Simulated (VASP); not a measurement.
Crystal: AlSn.

```
Sn Al
1.0
     4.19811    0.00000    0.00000
    -2.09905    3.63567    0.00000
     0.00000    0.00000    3.30685
Sn Al
1 1
Cartesian
  0.0000 2.4238 1.6534
  0.0000 0.0000 0.0000
```

```yaml
Program: VASP 6.6.1
Task: relaxation of cell and atoms
Functional: RPBE
Dispersion: D4
Potentials_or_basis: VASP PAW PBE potentials, release 64 (Sn_d, Al)
Cutoff: 600 eV
k_mesh: 7 × 7 × 8
Occupations: fermi-dirac, width 0.05 eV
Spin: no spin polarisation
```

At the start: pressure -2.4 GPa; volume 25.24 Å³/atom.

Task: How do energy, volume and symmetry change on relaxing?

Result: Over 5 steps the energy falls by 10.6 meV/atom and the volume is 24.00 Å³/atom (-4.9 %); space group P-6m2 (No. 187, to 0.05 Å).

The path:
| step | energy change (eV) | largest force (eV/Å) | pressure (GPa) | volume (Å³) |
| --- | --- | --- | --- | --- |
| 1 | 0.0000 | 0.0000 | -2.43 | 50.47 |
| 2 | -0.0198 | 0.0000 | 0.46 | 47.72 |
| 3 | -0.0201 | 0.0000 | 0.10 | 48.02 |
| 4 | -0.0212 | 0.0000 | 0.03 | 48.00 |
| 5 | -0.0213 | 0.0000 | 0.01 | 48.00 |

Final structure:
```yaml
crystal:
  lattice:
    - [4.10636, 0.00000, 0.00000]
    - [-2.05318, 3.55621, 0.00000]
    - [0.00000, 0.00000, 3.28667]
  atoms:
    - { symbol: Sn, position: [0.33333, 0.66667, 0.50000] }
    - { symbol: Al, position: [0.00000, 0.00000, 0.00000] }
```

Caveat: the PAW data sets were made with another functional, which shifts forces and pressure a little; pairwise dispersion overbinds metals, which lowers pressure and volume.
